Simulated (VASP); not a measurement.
# LiTmH4 (P4/mmm) in VASP: single point with PBE

Aim: the single point of LiTmH4 with PBE.

Everything below comes from runs of VASP 6.6.1. Logs are shortened: lines on timing, memory, paths and dates and some standing lists are left out, and cuts for length are marked.

## (1) The cell of the first run

Symmetry: P4/mmm, No. 123, tetragonal system. The conventional cell has a = 3.556 Å, b = 3.556 Å, c = 4.918 Å, α = 90.00°, β = 90.00°, γ = 90.00°. Within 2.9 Å of Li (site symmetry 4/mmm) lie 8 H at 2.16 Å. Tm (site symmetry 4/mmm) has 8 H at 2.16 Å within 2.9 Å. Within 2.9 Å of H (site symmetry 2mm) lie 2 Tm at 2.16 Å and 2 Li at 2.16 Å and 6 H at 2.45 to 2.51 Å.

## (2) Single point, PBE

POSCAR reads:

```
LiTmH4
1.0
    3.5563874709      0.0000000000      0.0000000000
    0.0000000000      3.5563874709      0.0000000000
    0.0000000000      0.0000000000      4.9179278828
Li Tm H
1 1 4
Direct
    0.0000000000      0.0000000000      0.0000000000
    0.5000000000      0.5000000000      0.5000000000
    0.5000000000      0.0000000000      0.7489544072
    0.0000000000      0.5000000000      0.2510455928
    0.5000000000      0.0000000000      0.2510455928
    0.0000000000      0.5000000000      0.7489544072
```

INCAR.step1 reads:

```
ALGO = Normal
EDIFF = 1E-6
ENCUT = 650
GGA = PE
GGA_COMPAT = F
ISIF = 2
ISMEAR = 0
LASPH = T
LCHARG = T
LMAXMIX = 6
LORBIT = 11
LREAL = F
LWAVE = F
NBANDS = 17
NEDOS = 2001
NELM = 200
PREC = Accurate
SIGMA = 0.1
```

KPOINTS.step1 reads:

```
k-points
0
Gamma
  10 10 6
```

INCAR.step2 reads:

```
ALGO = Normal
EDIFF = 1E-6
ENCUT = 650
GGA = PE
GGA_COMPAT = F
ICHARG = 11
ISIF = 2
ISMEAR = -5
LASPH = T
LCHARG = F
LMAXMIX = 6
LORBIT = 11
LREAL = F
LWAVE = F
NBANDS = 17
NEDOS = 2001
NELM = 200
PREC = Accurate
SIGMA = 0.1
```

KPOINTS.step2 reads:

```
k-points
0
Gamma
  15 15 9
```

Potentials or basis: VASP PAW PBE potentials, release 64 (Li_sv, Tm_3, H), 4f in core.

Started as:

```console
$ cat potpaw_PBE.64/Li_sv/POTCAR potpaw_PBE.64/Tm_3/POTCAR potpaw_PBE.64/H/POTCAR > POTCAR
$ cp INCAR.step1 INCAR
$ cp KPOINTS.step1 KPOINTS
$ mpirun -np 1 vasp_std > vasp.out
$ cp INCAR.step2 INCAR
$ cp KPOINTS.step2 KPOINTS
$ mpirun -np 1 vasp_std > vasp.out
```

OUTCAR:

```text
EDIFF = 1E-6
   ENCUT = 650
   GGA = PE
   ICHARG = 11
   ISIF = 2
   ISMEAR = -5
   LASPH = T
   LORBIT = 11
   LREAL = F
   NELM = 200
   PREC = Accurate

 ion  position               nearest neighbor table
   1  0.000  0.000  0.000-
   2  0.500  0.500  0.500-   3 2.16   4 2.16   5 2.16   6 2.16   3 2.16   5 2.16   4 2.16   6 2.16

   3  0.500  0.000  0.749-   2 2.16   2 2.16
   4  0.000  0.500  0.251-   2 2.16   2 2.16
   5  0.500  0.000  0.251-   2 2.16   2 2.16
   6  0.000  0.500  0.749-   2 2.16   2 2.16

  LATTYP: Found a simple tetragonal cell.
 ALAT       =     3.5563874709
 C/A-ratio  =     1.3828436645

  Lattice vectors:

 A1 = (   3.5563874709,   0.0000000000,   0.0000000000)
 A2 = (   0.0000000000,   3.5563874709,   0.0000000000)
 A3 = (   0.0000000000,   0.0000000000,   4.9179278828)

Analysis of symmetry for initial positions (statically):
=====================================================================
 Subroutine PRICEL returns:
 Original cell was already a primitive cell.

 Routine SETGRP: Setting up the symmetry group for a
 simple tetragonal supercell.

 Subroutine GETGRP returns: Found 16 space group operations
 (whereof 16 operations were pure point group operations)
 out of a pool of 16 trial point group operations.

The static configuration has the point symmetry D_4h.

Analysis of symmetry for dynamics (positions and initial velocities):
=====================================================================
 Subroutine PRICEL returns:
 Original cell was already a primitive cell.

 Routine SETGRP: Setting up the symmetry group for a
 simple tetragonal supercell.

 Subroutine GETGRP returns: Found 16 space group operations
 (whereof 16 operations were pure point group operations)
 out of a pool of 16 trial point group operations.

The dynamic configuration has the point symmetry D_4h.

 Subroutine INISYM returns: Found 16 space group operations
 (whereof 16 operations are pure point group operations),
 and found     1 'primitive' translations

----------------------------------------------------------------------------------------

                                     Primitive cell

  volume of cell :      62.2014

  direct lattice vectors                    reciprocal lattice vectors
     3.556387471  0.000000000  0.000000000     0.281184210  0.000000000  0.000000000
     0.000000000  3.556387471  0.000000000     0.000000000  0.281184210  0.000000000
     0.000000000  0.000000000  4.917927883     0.000000000  0.000000000  0.203337671

  length of vectors
     3.556387471  3.556387471  4.917927883     0.281184210  0.281184210  0.203337671

  position of ions in fractional coordinates (direct lattice)
     0.000000000  0.000000000  0.000000000
     0.500000000  0.500000000  0.500000000
     0.500000000  0.000000000  0.748954407
     0.000000000  0.500000000  0.251045593
     0.500000000  0.000000000  0.251045593
     0.000000000  0.500000000  0.748954407

  ion indices of the primitive-cell ions
   primitive index   ion index
                 1           1
                 2           2
                 3           3
                 4           4
                 5           5
                 6           6

----------------------------------------------------------------------------------------

 KPOINTS: k-points

Automatic generation of k-mesh.
 Grid dimensions read from file:
 generate k-points for:   15   15    9

 Generating k-lattice:

  Cartesian coordinates                     Fractional coordinates (reciprocal lattice)
     0.018745614  0.000000000  0.000000000     0.066666667  0.000000000  0.000000000
     0.000000000  0.018745614  0.000000000     0.000000000  0.066666667  0.000000000
     0.000000000  0.000000000  0.022593075     0.000000000  0.000000000  0.111111111

  Length of vectors
     0.018745614  0.018745614  0.022593075

  Shift w.r.t. Gamma in fractional coordinates (k-lattice)
     0.000000000  0.000000000  0.000000000

 TETIRR: Found   3013 inequivalent tetrahedra from    12150

 Subroutine IBZKPT returns following result:
 ===========================================

 Found    180 irreducible k-points:

 Following reciprocal coordinates:
            Coordinates               Weight
  0.000000  0.000000  0.000000      1.000000
  0.066667  0.000000  0.000000      4.000000
  0.133333  0.000000  0.000000      4.000000
  0.200000  0.000000  0.000000      4.000000
  0.266667  0.000000  0.000000      4.000000
  0.333333  0.000000  0.000000      4.000000
[... 16 lines left out ...]
  0.266667  0.200000  0.000000      8.000000
  0.333333  0.200000  0.000000      8.000000
 [... further k-points ...]
   k-points           NKPTS =    180   k-points in BZ     NKDIM =    180   number of bands    NBANDS=     17
   number of dos      NEDOS =   2001   number of ions     NIONS =      6
   total plane-waves  NPLWV =  37800
   dimension x,y,z NGX =    30 NGY =   30 NGZ =   42
   dimension x,y,z NGXF=    60 NGYF=   60 NGZF=   84
   ions per type =               1   1   4
   NGX,Y,Z   is equivalent  to a cutoff of  14.02, 14.02, 14.20 a.u.
   NGXF,Y,Z  is equivalent  to a cutoff of  28.05, 28.05, 28.40 a.u.
 SYSTEM =  unknown system
   PREC   = accura    normal or accurate (medium, high low for compatibility)
   ISTART =      0    job   : 0-new  1-cont  2-samecut
   ICHARG =     11    charge: 1-file 2-atom 10-const
   ISPIN  =      1    spin polarized calculation?
   LNONCOLLINEAR =      F non collinear calculations
   LSORBIT =      F    spin-orbit coupling
   LASPH  =      T    aspherical Exc in radial PAW
   ENCUT  =  650.0 eV  47.77 Ry    6.91 a.u.   7.39  7.39 10.22*2*pi/ulx,y,z
   NELM   =    200;   NELMIN=  2; NELMDL=  0     # of ELM steps
   EDIFF  = 0.1E-05   stopping-criterion for ELM
   LREAL  =      F    real-space projection
   EDIFFG = 0.1E-04   stopping-criterion for IOM
   NSW    =      0    number of steps for IOM
   IBRION =     -1    ionic relax: 0-MD 1-quasi-New 2-CG
   NFREE  =      0    steps in history (QN), initial steepest desc. (CG)
   ISIF   =      2    stress and relaxation
   ISYM   =      2    0-nonsym 1-usesym 2-fastsym
   POTIM  = 0.5000    time-step for ionic-motion
   TEBEG  =    0.0;   TEEND  =   0.0 temperature during run
   PSTRESS=    0.0 pullay stress
   NELECT =      16.0000    total number of electrons
   NUPDOWN=      -1.0000    fix difference up-down
   EMIN   =  10.00;   EMAX   =-10.00  energy-range for DOS
   EFERMI =   0.00;   METHOD = LEGACY
   ISMEAR =    -5;   SIGMA  =   0.10  broadening in eV -4-tet -1-fermi 0-gaus
   EFERMI_NEDOS =   21; number of points for ismear=-14 and -15
   IALGO  =     38    algorithm
   IMIX   =      4    mixing-type and parameters
     AMIX     =   0.40;   BMIX     =  1.00
     AMIX_MAG =   1.60;   BMIX_MAG =  1.00
  volume/ion in A,a.u.               =      10.37        69.96
  Fermi-wavevector in a.u.,A,eV,Ry     =   1.041153  1.967495 14.748721  1.084000
  Thomas-Fermi vector in A             =   2.175761
   LORBIT       =     11    0 simple, 1 ext, 2 COOP (PROOUT), +10 PAW based schemes
   GGA     = PE    functional components
   LHFCALC =     F    Hartree Fock is set to
   AEXX    =    0.0000 exact exchange contribution
   IVDW    =     0    specifies the selected vdW correction
   LEPSILON=     F    determine dielectric tensor
   LRPA    =     F    only Hartree local field effects (RPA)
 non-spin polarized calculation
 Fermi weights with tetrahedron method with Bloechl corrections
  energy-cutoff  :      650.00
  volume of cell :       62.20
 maximum number of plane-waves:      2385
 NGX is ok and might be reduce to    30

 number of electron      15.9999996 magnetization

 Free energy of the ion-electron system (eV)
  ---------------------------------------------------
  ext. energy  EPLUGINS =         0.00000000
  ---------------------------------------------------
  free energy    TOTEN  =       -22.20960077 eV

  energy without entropy =      -22.20960077  energy(sigma->0) =      -22.20960077

 E-fermi :   1.1188     XC(G=0):  -8.8681

 val. band max:        1.1182469663   @ k =   0.0667   0.0000   0.3333
 cond. band min:       1.1256922238   @ k =   0.4667   0.4000   0.4444
 fundamental gap:      0.0074452575
 Fermi energy:         1.1187751269

 k-point     1 :       0.0000    0.0000    0.0000
  band No.  band energies     occupation
      1     -44.5602      2.00000
      2     -23.7723      2.00000
      3     -23.5393      2.00000
      4     -23.5393      2.00000
      5      -6.1249      2.00000
      6      -2.0830      2.00000
[... 9 lines left out ...]
     16       9.0423      0.00000
     17      12.9251      0.00000

 k-point     2 :       0.0667    0.0000    0.0000
  band No.  band energies     occupation
      1     -44.5601      2.00000
      2     -23.7704      2.00000
      3     -23.5527      2.00000
      4     -23.5384      2.00000
      5      -6.0666      2.00000
      6      -2.0782      2.00000
[... 9 lines left out ...]
     16       9.1040      0.00000
     17      12.5873      0.00000

 k-point     3 :       0.1333    0.0000    0.0000
  band No.  band energies     occupation
      1     -44.5600      2.00000
      2     -23.7649      2.00000
      3     -23.5905      2.00000
      4     -23.5357      2.00000
      5      -5.8970      2.00000
      6      -2.0729      2.00000
[... 9 lines left out ...]
     16       9.2264      0.00000
     17      12.1944      0.00000

 k-point     4 :       0.2000    0.0000    0.0000
  band No.  band energies     occupation
      1     -44.5597      2.00000
      2     -23.7568      2.00000
      3     -23.6456      2.00000
      4     -23.5319      2.00000
      5      -5.6311      2.00000
      6      -2.0919      2.00000
[... 9 lines left out ...]
     16       9.0877      0.00000
     17      12.0480      0.00000

 k-point     5 :       0.2667    0.0000    0.0000
  band No.  band energies     occupation
      1     -44.5595      2.00000
      2     -23.7475      2.00000
      3     -23.7079      2.00000
      4     -23.5274      2.00000
      5      -5.2928      2.00000
      6      -2.1671      2.00000
[... 9 lines left out ...]
     16       9.3502      0.00000
     17      11.5313      0.00000

 k-point     6 :       0.3333    0.0000    0.0000
  band No.  band energies     occupation
      1     -44.5593      2.00000
      2     -23.7667      2.00000
      3     -23.7385      2.00000
      4     -23.5232      2.00000
      5      -4.9155      2.00000
      6      -2.3186      2.00000
[... 9 lines left out ...]
     16       9.9088      0.00000
     17      11.2333      0.00000
[... 281 lines left out ...]
 k-point    21 :       0.4667    0.1333    0.0000
  band No.  band energies     occupation
      1     -44.5588      2.00000
      2     -23.8319      2.00000
      3     -23.7206      2.00000
      4     -23.5678      2.00000
      5      -4.0178      2.00000
      6      -2.6282      2.00000
[... 9 lines left out ...]
     16       9.2891      0.00000
     17      11.1073      0.00000

 k-point    22 :       0.2000    0.2000    0.0000
  band No.  band energies     occupation
      1     -44.5594      2.00000
      2     -23.7415      2.00000
      3     -23.6398      2.00000
      4     -23.6344      2.00000
      5      -5.1224      2.00000
      6      -2.0300      2.00000
[... 9 lines left out ...]
     16      10.4104      0.00000
     17      11.4925      0.00000

 k-point    23 :       0.2667    0.2000    0.0000
  band No.  band energies     occupation
      1     -44.5591      2.00000
      2     -23.7324      2.00000
      3     -23.6990      2.00000
      4     -23.6319      2.00000
      5      -4.7727      2.00000
      6      -2.0540      2.00000
[... 9 lines left out ...]
     16       9.7162      0.00000
     17      11.2133      0.00000

 k-point    24 :       0.3333    0.2000    0.0000
  band No.  band energies     occupation
      1     -44.5589      2.00000
      2     -23.7571      2.00000
      3     -23.7236      2.00000
      4     -23.6271      2.00000
      5      -4.3787      2.00000
      6      -2.1585      2.00000
[... 9 lines left out ...]
     16       9.5592      0.00000
     17      10.9563      0.00000

 [... further k-points ...]

------------------------ aborting loop because EDIFF is reached ----------------------------------------

  FORCE on cell =-STRESS in cart. coord.  units (eV):
  Direction    XX          YY          ZZ          XY          YZ          ZX
  --------------------------------------------------------------------------------------
  -------------------------------------------------------------------------------------
  Total        0.2012701      0.2012701      0.0684971      0.0000000      0.0000000     -0.0000000
  in kB        5.1842930      5.1842930      1.7643397      0.0000000      0.0000000     -0.0000000
  external PRESSURE =       4.0443085 kB  Pullay stress =       0.0000000 kB

 VOLUME and BASIS-vectors are now :
 -----------------------------------------------------------------------------
  energy-cutoff  :      650.00
  volume of cell :       62.20
      direct lattice vectors                 reciprocal lattice vectors
     3.556387471  0.000000000  0.000000000     0.281184210  0.000000000  0.000000000
     0.000000000  3.556387471  0.000000000     0.000000000  0.281184210  0.000000000
     0.000000000  0.000000000  4.917927883     0.000000000  0.000000000  0.203337671

 POSITION                                       TOTAL-FORCE (eV/Angst)
 -----------------------------------------------------------------------------------
      0.00000      0.00000      0.00000         0.000000      0.000000      0.000000
      1.77819      1.77819      2.45896         0.000000      0.000000      0.000000
      1.77819      0.00000      3.68330         0.000000      0.000000      0.025123
      0.00000      1.77819      1.23462         0.000000      0.000000     -0.025123
      1.77819      0.00000      1.23462         0.000000     -0.000000     -0.025123
      0.00000      1.77819      3.68330         0.000000      0.000000      0.025123
 -----------------------------------------------------------------------------------
    total drift:                                0.000000     -0.000000      0.000000

  FREE ENERGIE OF THE ION-ELECTRON SYSTEM (eV)
  ---------------------------------------------------
  free  energy   TOTEN  =       -22.2096007746 eV

  energy  without entropy=      -22.2096007746  energy(sigma->0) =      -22.20960077

 total charge

# of ion       s       p       d       tot
------------------------------------------
    1        2.008   0.039   0.000   2.047
    2        0.400   6.967   1.139   8.506
    3        0.555   0.004   0.000   0.558
    4        0.555   0.004   0.000   0.558
    5        0.555   0.004   0.000   0.558
    6        0.555   0.004   0.000   0.558
--------------------------------------------------
tot          4.627   7.020   1.139  12.785
```

Run time: 2.2 min. Hardware: 1 thread of AMD EPYC 9R45 (Zen 5), shared host; peak memory 0.36 GiB.

Results:

```yaml
Valence_electrons_inside_the_program's_atomic_spheres: Li 2.05; Tm 8.51; H 0.56
```

Caveat: spin-orbit coupling is left out, which moves the levels of the heavy elements; the 4f electrons are frozen in the core, so they carry no moment and show no levels. Spin polarisation is off, so any magnetic state and its effect on volume and gap are missing.
